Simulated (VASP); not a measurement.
# ZnS (I-4m2) in VASP: notebook

The runs below take ZnS through single point, with PBE, r2SCAN.

Program: VASP 6.6.1. These are calculated values, not measurements. Logs are shortened: lines on timing, memory, paths and dates and some standing lists are left out, and cuts for length are marked.

### Step 1. The cell of the first run

The structure is tetragonal, space group I-4m2 (No. 119). The conventional cell has a = 3.597 Å, b = 3.597 Å, c = 5.388 Å, α = 90.00°, β = 90.00°, γ = 90.00°. Within 3.0 Å of Zn (site symmetry -4m2) lie 4 S at 2.25 Å. Within 3.0 Å of S (site symmetry -4m2) lie 4 Zn at 2.25 Å.

### Step 2. Single point, PBE (biaxial xy strain -5.6%)

File INCAR:

```
SYSTEM = ZnS
PREC = Accurate
ENCUT = 520
EDIFF = 1E-6
ISMEAR = -1
SIGMA = 0.02
LREAL = .False.
LASPH = .True.
NELM = 60
ALGO = Normal
ISIF = 2
LWAVE = .False.
LCHARG = .True.
GGA = PE
LELF = .True.
LVHAR = .True.
NBANDS = 16
```

File KPOINTS:

```
regular mesh
0
Gamma
  8 8 8
  0 0 0
```

File POSCAR:

```
ZnS
1.0
    0.0000000000      2.5432262021      2.6940955531
    2.5432262021      0.0000000000      2.6940955531
    2.5432262021      2.5432262021      0.0000000000
Zn S
1 1
Direct
    0.2500000000      0.2500000000      0.2500000000
    0.0000000000      0.0000000000      0.0000000000
```

Potentials or basis: VASP PAW PBE potentials, release 64 (Zn, S).

Started as:

```
$ cat potpaw_PBE.64/Zn/POTCAR potpaw_PBE.64/S/POTCAR > POTCAR
$ mpirun -np 1 vasp_std > vasp.out
```

OUTCAR:

```text
SYSTEM = ZnS
   PREC = Accurate
   ENCUT = 520
   EDIFF = 1E-6
   ISMEAR = -1
   LREAL = .False.
   LASPH = .True.
   NELM = 60
   ISIF = 2
   GGA = PE

 ion  position               nearest neighbor table
   1  0.250  0.250  0.250-   2 2.25   2 2.25   2 2.25   2 2.25
   2  0.000  0.000  0.000-   1 2.25   1 2.25   1 2.25   1 2.25

  LATTYP: Found a body centered tetragonal cell.
 ALAT       =     3.5966649872
 C/A-ratio  =     1.4981075873

  Lattice vectors:

 A1 = (  -2.5432262021,   0.0000000000,   2.6940955531)
 A2 = (   2.5432262021,   0.0000000000,   2.6940955531)
 A3 = (   0.0000000000,   2.5432262021,  -2.6940955531)

Analysis of symmetry for initial positions (statically):
=====================================================================
 Subroutine PRICEL returns:
 Original cell was already a primitive cell.

 Routine SETGRP: Setting up the symmetry group for a
 body centered tetragonal supercell.

 Subroutine GETGRP returns: Found  8 space group operations
 (whereof  8 operations were pure point group operations)
 out of a pool of 16 trial point group operations.

The static configuration has the point symmetry D_2d.

Analysis of symmetry for dynamics (positions and initial velocities):
=====================================================================
 Subroutine PRICEL returns:
 Original cell was already a primitive cell.

 Routine SETGRP: Setting up the symmetry group for a
 body centered tetragonal supercell.

 Subroutine GETGRP returns: Found  8 space group operations
 (whereof  8 operations were pure point group operations)
 out of a pool of 16 trial point group operations.

The dynamic configuration has the point symmetry D_2d.

 Subroutine INISYM returns: Found  8 space group operations
 (whereof  8 operations are pure point group operations),
 and found     1 'primitive' translations

----------------------------------------------------------------------------------------

                                     Primitive cell

  volume of cell :      34.8508

  direct lattice vectors                    reciprocal lattice vectors
     0.000000000  2.543226202  2.694095553    -0.196600680  0.196600680  0.185591042
     2.543226202  0.000000000  2.694095553     0.196600680 -0.196600680  0.185591042
     2.543226202  2.543226202  0.000000000     0.196600680  0.196600680 -0.185591042

  length of vectors
     3.704881964  3.704881964  3.596664987     0.334286837  0.334286837  0.334286837

  position of ions in fractional coordinates (direct lattice)
     0.250000000  0.250000000  0.250000000
     0.000000000  0.000000000  0.000000000

  ion indices of the primitive-cell ions
   primitive index   ion index
                 1           1
                 2           2

----------------------------------------------------------------------------------------

 KPOINTS: regular mesh

Automatic generation of k-mesh.
 Grid dimensions read from file:
 generate k-points for:    8    8    8

 Generating k-lattice:

  Cartesian coordinates                     Fractional coordinates (reciprocal lattice)
    -0.024575085  0.024575085  0.023198880     0.125000000  0.000000000  0.000000000
     0.024575085 -0.024575085  0.023198880     0.000000000  0.125000000  0.000000000
     0.024575085  0.024575085 -0.023198880    -0.000000000 -0.000000000  0.125000000

  Length of vectors
     0.041785855  0.041785855  0.041785855

  Shift w.r.t. Gamma in fractional coordinates (k-lattice)
     0.000000000  0.000000000  0.000000000

 Subroutine IBZKPT returns following result:
 ===========================================

 Found     59 irreducible k-points:

 Following reciprocal coordinates:
            Coordinates               Weight
  0.000000  0.000000  0.000000      1.000000
  0.125000  0.000000  0.000000      8.000000
  0.250000  0.000000  0.000000      8.000000
  0.375000  0.000000  0.000000      8.000000
  0.500000  0.000000  0.000000      4.000000
  0.125000  0.125000  0.000000      2.000000
[... 16 lines left out ...]
  0.250000  0.000000  0.125000     16.000000
  0.375000  0.000000  0.125000     16.000000
 [... further k-points ...]
   k-points           NKPTS =     59   k-points in BZ     NKDIM =     59   number of bands    NBANDS=     16
   number of dos      NEDOS =    301   number of ions     NIONS =      2
   total plane-waves  NPLWV =  21952
   dimension x,y,z NGX =    28 NGY =   28 NGZ =   28
   dimension x,y,z NGXF=    56 NGYF=   56 NGZF=   56
   ions per type =               1   1
   NGX,Y,Z   is equivalent  to a cutoff of  12.56, 12.56, 12.94 a.u.
   NGXF,Y,Z  is equivalent  to a cutoff of  25.13, 25.13, 25.88 a.u.
 SYSTEM =  ZnS
   PREC   = accura    normal or accurate (medium, high low for compatibility)
   ISTART =      0    job   : 0-new  1-cont  2-samecut
   ICHARG =      2    charge: 1-file 2-atom 10-const
   ISPIN  =      1    spin polarized calculation?
   LNONCOLLINEAR =      F non collinear calculations
   LSORBIT =      F    spin-orbit coupling
   LASPH  =      T    aspherical Exc in radial PAW
   ENCUT  =  520.0 eV  38.22 Ry    6.18 a.u.   6.89  6.89  6.69*2*pi/ulx,y,z
   NELM   =     60;   NELMIN=  2; NELMDL= -5     # of ELM steps
   EDIFF  = 0.1E-05   stopping-criterion for ELM
   LREAL  =      F    real-space projection
   EDIFFG = 0.1E-04   stopping-criterion for IOM
   NSW    =      0    number of steps for IOM
   IBRION =     -1    ionic relax: 0-MD 1-quasi-New 2-CG
   NFREE  =      0    steps in history (QN), initial steepest desc. (CG)
   ISIF   =      2    stress and relaxation
   ISYM   =      2    0-nonsym 1-usesym 2-fastsym
   POTIM  = 0.5000    time-step for ionic-motion
   TEBEG  =    0.0;   TEEND  =   0.0 temperature during run
   PSTRESS=    0.0 pullay stress
   NELECT =      18.0000    total number of electrons
   NUPDOWN=      -1.0000    fix difference up-down
   EMIN   =  10.00;   EMAX   =-10.00  energy-range for DOS
   EFERMI =   0.00;   METHOD = LEGACY
   ISMEAR =    -1;   SIGMA  =   0.02  broadening in eV -4-tet -1-fermi 0-gaus
   EFERMI_NEDOS =   21; number of points for ismear=-14 and -15
   IALGO  =     38    algorithm
   IMIX   =      4    mixing-type and parameters
     AMIX     =   0.40;   BMIX     =  1.00
     AMIX_MAG =   1.60;   BMIX_MAG =  1.00
  volume/ion in A,a.u.               =      17.43       117.59
  Fermi-wavevector in a.u.,A,eV,Ry     =   1.313494  2.482143 23.473667  1.725266
  Thomas-Fermi vector in A             =   2.443813
   LORBIT       =      0    0 simple, 1 ext, 2 COOP (PROOUT), +10 PAW based schemes
   GGA     = PE    functional components
   LHFCALC =     F    Hartree Fock is set to
   AEXX    =    0.0000 exact exchange contribution
   IVDW    =     0    specifies the selected vdW correction
   LEPSILON=     F    determine dielectric tensor
   LRPA    =     F    only Hartree local field effects (RPA)
 non-spin polarized calculation
  energy-cutoff  :      520.00
  volume of cell :       34.85
 maximum number of plane-waves:       958
   NGX = 13   NGY = 13   NGZ = 13

 number of electron      17.9999981 magnetization

 Free energy of the ion-electron system (eV)
  ---------------------------------------------------
  ext. energy  EPLUGINS =         0.00000000
  ---------------------------------------------------
  free energy    TOTEN  =        -6.62595682 eV

  energy without entropy =       -6.62595682  energy(sigma->0) =       -6.62595682

 E-fermi :   3.7973     XC(G=0): -10.2304

 val. band max:        3.4307486669   @ k =   0.0000   0.0000   0.0000
 cond. band min:       6.0167253054   @ k =   0.0000   0.0000   0.0000
 fundamental gap:      2.5859766385
 Fermi energy:         3.7973351372

 k-point     1 :       0.0000    0.0000    0.0000
  band No.  band energies     occupation
      1     -10.7279      2.00000
      2      -3.5920      2.00000
      3      -3.5485      2.00000
      4      -3.5485      2.00000
      5      -2.9292      2.00000
      6      -2.8979      2.00000
[... 8 lines left out ...]
     15      15.7690      0.00000
     16      15.9644      0.00000

 k-point     2 :       0.1250    0.0000    0.0000
  band No.  band energies     occupation
      1     -10.5839      2.00000
      2      -3.5867      2.00000
      3      -3.5404      2.00000
      4      -3.5200      2.00000
      5      -2.9287      2.00000
      6      -2.9031      2.00000
[... 8 lines left out ...]
     15      15.0066      0.00000
     16      16.6612      0.00000

 k-point     3 :       0.2500    0.0000    0.0000
  band No.  band energies     occupation
      1     -10.2028      2.00000
      2      -3.5665      2.00000
      3      -3.4920      2.00000
      4      -3.4564      2.00000
      5      -2.9150      2.00000
      6      -2.9072      2.00000
[... 8 lines left out ...]
     15      14.5626      0.00000
     16      16.0357      0.00000

 k-point     4 :       0.3750    0.0000    0.0000
  band No.  band energies     occupation
      1      -9.7590      2.00000
      2      -3.4700      2.00000
      3      -3.4042      2.00000
      4      -3.3599      2.00000
      5      -2.8946      2.00000
      6      -2.8781      2.00000
[... 8 lines left out ...]
     15      15.5701      0.00000
     16      16.0602      0.00000

 k-point     5 :       0.5000    0.0000    0.0000
  band No.  band energies     occupation
      1      -9.5501      2.00000
      2      -3.4536      2.00000
      3      -3.3872      2.00000
      4      -2.9367      2.00000
      5      -2.8829      2.00000
      6      -2.7969      2.00000
[... 8 lines left out ...]
     15      16.8492      0.00000
     16      17.2528      0.00000

 k-point     6 :       0.1250    0.1250    0.0000
  band No.  band energies     occupation
      1     -10.5489      2.00000
      2      -3.6259      2.00000
      3      -3.4978      2.00000
      4      -3.4978      2.00000
      5      -2.9544      2.00000
      6      -2.8855      2.00000
[... 8 lines left out ...]
     15      15.9472      0.00000
     16      17.1330      0.00000

 k-point     7 :       0.2500    0.1250    0.0000
  band No.  band energies     occupation
      1     -10.2560      2.00000
      2      -3.6320      2.00000
      3      -3.4451      2.00000
      4      -3.4329      2.00000
      5      -2.9646      2.00000
      6      -2.8774      2.00000
[... 8 lines left out ...]
     15      15.7188      0.00000
     16      17.6785      0.00000

 k-point     8 :       0.3750    0.1250    0.0000
  band No.  band energies     occupation
      1      -9.8275      2.00000
      2      -3.5450      2.00000
      3      -3.3719      2.00000
      4      -3.3675      2.00000
      5      -2.9290      2.00000
      6      -2.8713      2.00000
[... 8 lines left out ...]
     15      16.2493      0.00000
     16      16.8577      0.00000

 k-point     9 :       0.5000    0.1250    0.0000
  band No.  band energies     occupation
      1      -9.5140      2.00000
      2      -3.4651      2.00000
      3      -3.3488      2.00000
      4      -3.0625      2.00000
      5      -2.8775      2.00000
      6      -2.8037      2.00000
[... 8 lines left out ...]
     15      16.9290      0.00000
     16      17.1831      0.00000
[... 172 lines left out ...]
 k-point    19 :       0.5000    0.3750    0.0000
  band No.  band energies     occupation
      1      -9.2956      2.00000
      2      -3.6874      2.00000
      3      -3.1479      2.00000
      4      -3.1275      2.00000
      5      -2.8319      2.00000
      6      -2.7568      2.00000
[... 8 lines left out ...]
     15      17.4403      0.00000
     16      18.7635      0.00000

 k-point    20 :      -0.3750    0.3750    0.0000
  band No.  band energies     occupation
      1      -9.2311      2.00000
      2      -3.5551      2.00000
      3      -3.1811      2.00000
      4      -3.0363      2.00000
      5      -2.8715      2.00000
      6      -2.5026      2.00000
[... 8 lines left out ...]
     15      16.2329      0.00000
     16      19.7207      0.00000

 k-point    21 :       0.5000    0.5000    0.0000
  band No.  band energies     occupation
      1      -9.2395      2.00000
      2      -3.7584      2.00000
      3      -3.1058      2.00000
      4      -3.1058      2.00000
      5      -2.8133      2.00000
      6      -2.7334      2.00000
[... 8 lines left out ...]
     15      17.4167      0.00000
     16      18.3758      0.00000

 k-point    22 :       0.1250    0.0000    0.1250
  band No.  band energies     occupation
      1     -10.5293      2.00000
      2      -3.5899      2.00000
      3      -3.5479      2.00000
      4      -3.4983      2.00000
      5      -2.9305      2.00000
      6      -2.9020      2.00000
[... 8 lines left out ...]
     15      15.0802      0.00000
     16      17.4463      0.00000

 k-point    23 :       0.2500    0.0000    0.1250
  band No.  band energies     occupation
      1     -10.2208      2.00000
      2      -3.6098      2.00000
      3      -3.4893      2.00000
      4      -3.4343      2.00000
      5      -2.9400      2.00000
      6      -2.8870      2.00000
[... 8 lines left out ...]
     15      15.1842      0.00000
     16      17.5872      0.00000

 k-point    24 :       0.3750    0.0000    0.1250
  band No.  band energies     occupation
      1      -9.7897      2.00000
      2      -3.5217      2.00000
      3      -3.4292      2.00000
      4      -3.3610      2.00000
      5      -2.9115      2.00000
      6      -2.8604      2.00000
[... 8 lines left out ...]
     15      16.1929      0.00000
     16      17.0929      0.00000

 [... further k-points ...]
[... 5 lines left out ...]
  --------------------------------------------------------------------------------------
  -------------------------------------------------------------------------------------
  Total        3.2295437      3.2295437      2.7466347      0.0000000      0.0000000      0.0000000
  in kB      148.4700256    148.4700256    126.2695151      0.0000000      0.0000000      0.0000000
  external PRESSURE =     141.0698554 kB  Pullay stress =       0.0000000 kB

 VOLUME and BASIS-vectors are now :
 -----------------------------------------------------------------------------
  energy-cutoff  :      520.00
  volume of cell :       34.85
      direct lattice vectors                 reciprocal lattice vectors
     0.000000000  2.543226202  2.694095553    -0.196600680  0.196600680  0.185591042
     2.543226202  0.000000000  2.694095553     0.196600680 -0.196600680  0.185591042
     2.543226202  2.543226202  0.000000000     0.196600680  0.196600680 -0.185591042

 POSITION                                       TOTAL-FORCE (eV/Angst)
 -----------------------------------------------------------------------------------
      1.27161      1.27161      1.34705        -0.000000     -0.000000     -0.000000
      0.00000      0.00000      0.00000         0.000000      0.000000      0.000000
 -----------------------------------------------------------------------------------
    total drift:                               -0.000001     -0.000001     -0.000004

  FREE ENERGIE OF THE ION-ELECTRON SYSTEM (eV)
  ---------------------------------------------------
  free  energy   TOTEN  =        -6.6259568172 eV

  energy  without entropy=       -6.6259568171  energy(sigma->0) =       -6.62595682
```

Run time: 50 s. Hardware: 1 thread of Intel Xeon Platinum 8259CL at 2.50GHz (Skylake/Cascade Lake), shared host; peak memory 0.17 GiB.

What came out:

| Item | Value |
| --- | --- |
| Free energy | -6.6260 eV |
| Pressure | 14.1 GPa |
| Band gap on the k mesh | 2.59 eV, direct |

Levels at points of the mesh, in eV from the valence-band top:
| k point | band 6 | band 7 | band 8 | band 9 | band 10 | band 11 | band 12 | band 13 |
| --- | --- | --- | --- | --- | --- | --- | --- | --- |
| (0.00, 0.00, 0.00) | -6.33 | -0.25 | 0.00 | 0.00 | 2.59 | 6.20 | 6.23 | 6.23 |
| (0.50, 0.00, 0.00) | -6.23 | -6.03 | -1.32 | -0.95 | 3.39 | 6.56 | 7.04 | 9.25 |
| (0.50, 0.50, 0.00) | -6.16 | -5.37 | -2.54 | -2.54 | 3.28 | 4.32 | 11.36 | 12.83 |
| (0.50, 0.00, 0.50) | -6.04 | -5.01 | -2.96 | -2.80 | 2.91 | 3.74 | 12.05 | 12.33 |

Caveat: the cell differs from its parent crystal (biaxial xy strain -5.6%). A k mesh can miss the band edges.

### Step 3. Single point, r2SCAN (biaxial xy strain -5.6%)

POSCAR is that of step 2.

File INCAR.step1:

```
PREC = Accurate
ENCUT = 520
ISMEAR = 0
SIGMA = 0.01
LREAL = F
LASPH = T
NELM = 60
NBANDS = 16
GGA = PE
ALGO = Normal
EDIFF = 1E-4
LWAVE = T
LCHARG = F
```

File INCAR.step2:

```
PREC = Accurate
ENCUT = 520
EDIFF = 1E-6
ISMEAR = 0
SIGMA = 0.01
LREAL = F
LASPH = T
NELM = 60
ALGO = Normal
ISIF = 2
LWAVE = F
LCHARG = T
METAGGA = R2SCAN
LMIXTAU = T
LELF = T
LVHAR = T
NBANDS = 16
ISTART = 1
```

File KPOINTS:

```
Automatic mesh
0
Gamma
  8 8 8
```

Potentials or basis: VASP PAW PBE potentials, release 64 (Zn, S).

Started as:

```
$ cat potpaw_PBE.64/Zn/POTCAR potpaw_PBE.64/S/POTCAR > POTCAR
$ cp INCAR.step1 INCAR
$ mpirun -np 1 vasp_std > vasp.out
$ cp INCAR.step2 INCAR
$ mpirun -np 1 vasp_std > vasp.out
```

Run time: 3.3 min. Hardware: 1 thread of Intel Xeon Platinum 8259CL at 2.50GHz (Skylake/Cascade Lake), shared host; peak memory 0.18 GiB.

Results (log left out):

- Free energy: -18.7151 eV
- Pressure: 11.7 GPa
- Band gap on the k mesh: 3.18 eV, direct

Stress tensor (GPa, compression positive):
```
12.48  0.00  0.00
 0.00 12.48  0.00
 0.00  0.00  9.99
```

Levels at points of the mesh, in eV from the valence-band top:
```tsv
k point	band 5	band 6	band 7	band 8	band 9	band 10	band 11	band 12	band 13	band 14
(0.00, 0.00, 0.00)	-6.47	-6.44	-0.26	0.00	0.00	3.18	6.70	6.72	6.72	11.70
(0.50, 0.00, 0.00)	-6.43	-6.35	-6.15	-1.36	-0.97	3.89	7.01	7.50	9.82	13.44
(0.50, 0.50, 0.00)	-6.35	-6.28	-5.45	-2.62	-2.62	3.62	4.73	12.20	13.71	13.71
(0.50, 0.00, 0.50)	-6.35	-6.15	-5.08	-3.05	-2.88	3.23	4.13	12.93	13.19	13.43
```

Caveat: the cell differs from its parent crystal (biaxial xy strain -5.6%); the PAW data sets were made with another functional, which shifts forces and pressure a little.
